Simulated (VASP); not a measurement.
**Ag: single point with PBEsol**

Crystal: Ag.

```
CELL_PARAMETERS angstrom
2.69560 0.00000 0.00000
-1.34780 2.33446 0.00000
0.00000 0.00000 4.40680
ATOMIC_POSITIONS crystal
Ag 0.33333 0.66667 0.25000
Ag 0.66667 0.33333 0.75000
```

This cell differs from its parent crystal: strain -0.080 along x and y, -0.080 along z.

| Property | Result |
| --- | --- |
| Program | VASP 6.6.1 |
| Task | single point |
| Functional | PBEsol |
| Potentials or basis | VASP PAW PBE potentials, release 64 (Ag) |
| Cutoff | 520 eV |
| k mesh | 18 × 18 × 10 |
| Occupations | gaussian, width 0.15 eV |
| Spin | no spin polarisation |

```json
{
  "Pressure": "36.3 GPa",
  "Band gap on the k mesh": "zero (bands 11 and 12 overlap by 8.40 eV)"
}
```

Stress tensor (GPa, compression positive):
```
36.22  0.00  0.00
 0.00 36.22  0.00
 0.00  0.00 36.35
```

Levels at points of the mesh, in eV from the Fermi level:
| k point | band 9 | band 10 | band 11 | band 12 | band 13 | band 14 |
| --- | --- | --- | --- | --- | --- | --- |
| (0.00, 0.00, 0.00) | -4.68 | -3.23 | -3.23 | -1.07 | 4.88 | 16.04 |
| (0.50, 0.00, 0.00) | -2.93 | -2.81 | 0.11 | 2.12 | 7.91 | 8.12 |
| (0.00, 0.00, 0.50) | -3.67 | -3.67 | -3.67 | -3.67 | 12.74 | 12.74 |
| (0.50, 0.00, 0.50) | -2.89 | -2.89 | 0.48 | 0.48 | 5.95 | 5.95 |

Wall time 62 s on 1 thread of Intel Xeon 8259CL, on a shared host, peak memory 0.21 GiB.

Caveat: the cell differs from its parent crystal (strain -0.080 along x and y, -0.080 along z); the cell stands under pressure; the PAW data sets were made with another functional, which shifts forces and pressure a little.
